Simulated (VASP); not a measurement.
A run of VASP 6.6.1:

File INCAR:

```
PREC     = Accurate       # precision mode
ENCUT    = 520            # plane-wave cutoff, eV
EDIFF    = 1E-6           # SCF threshold, eV
ISMEAR   = 0              # smearing method
SIGMA    = 0.01           # smearing width, eV
LREAL    = False          # projectors in reciprocal space
LASPH    = True           # aspherical terms in the spheres
NELM     = 100            # most SCF steps
ALGO     = Normal         # electronic algorithm
ISIF     = 2              # what is computed and relaxed
LWAVE    = False          # write WAVECAR
LCHARG   = False          # write CHGCAR
GGA      = PE             # functional
NBANDS   = 15             # bands
```

Contents of KPOINTS:

```
regular mesh
0
Gamma
  4 4 4
```

POSCAR

```
BaS
1.0
    0.0000000000      3.2117958739      3.2117958739
    3.2117958739      0.0000000000      3.2117958739
    3.2117958739      3.2117958739      0.0000000000
Ba S
1 1
Direct
    0.0000000000      0.0000000000      0.0000000000
    0.5000000000      0.5000000000      0.5000000000
```

Potentials or basis: VASP PAW PBE potentials, release 64 (Ba_sv, S).

Launch:

```sh
$ cat potpaw_PBE.64/Ba_sv/POTCAR potpaw_PBE.64/S/POTCAR > POTCAR
$ mpirun -np 1 vasp_std > vasp.out
```

Hardware: 1 thread of AMD EPYC 7R13, on a shared host.

Question: How long does it take, and how much memory?

Answer: Run time: 17 s on 1 thread of AMD EPYC 7R13 (shared host), peak memory 0.17 GiB. Counts: scf iterations 13, k points 8.
